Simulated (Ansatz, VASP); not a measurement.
## One calculation of Zr, two programs

INCAR

```
SYSTEM = Zr
PREC = Accurate
ENCUT = 520
EDIFF = 1E-6
ISMEAR = 0
SIGMA = 0.15
LREAL = .FALSE.
LASPH = .TRUE.
NELM = 80
ALGO = Normal
ISIF = 2
LWAVE = .FALSE.
LCHARG = .TRUE.
GGA = PS
LELF = .TRUE.
LVHAR = .TRUE.
NBANDS = 12
```

The input KPOINTS:

```
regular mesh
0
G
  18 18 18
  0 0 0
```

Contents of POSCAR:

```
Zr
1.0
    0.0000000000      2.1648000000      2.1648000000
    2.1648000000      0.0000000000      2.1648000000
    2.1648000000      2.1648000000      0.0000000000
Zr
1
Direct
    0.0000000000      0.0000000000      0.0000000000
```

Input for Ansatz:

```yaml
crystal:
  lattice:
    - [0.0, 2.1648, 2.1648]
    - [2.1648, 0.0, 2.1648]
    - [2.1648, 2.1648, 0.0]
  atoms:
    - { symbol: Zr, position: [0.0, 0.0, 0.0] }
basis:
  ecutwfc: 420
kpoints:
  mp_grid: { grid: [18, 18, 18] }
hamiltonian:
  xc: pbesol
scf:
  occupations: { method: gaussian, width: 0.15 }
output:
  forces: true
  stress: true
  eigenvalues: true
```

Change from the starting cell: strain -0.040 along x and y, -0.040 along z, atoms carried along.

Alike in both runs: task single point; functional PBEsol; k mesh 18 × 18 × 18; occupations gaussian, width 0.15 eV; no spin polarisation.

|  | VASP | Ansatz |
| --- | --- | --- |
| version | VASP 6.6.1 | Ansatz 0.2.0 |
| potentials or method | VASP PAW PBE potentials, release 64 (Zr_sv), cutoff 520 eV | scalar-relativistic, plane waves, PAW |
| valence electrons in the cell | 12 | 12 |

```tsv
	VASP	Ansatz	Ansatz less VASP
gap on the k mesh at the Fermi level (eV)	none	none	-
pressure (GPa)	10.4	10.3	-0.10
```

VASP's potentials were made for PBE, not for PBEsol. A gap of «none» marks a metal or a gap that the smearing closes. The functional is the same, so the differences come from potentials, cutoffs and numerics.
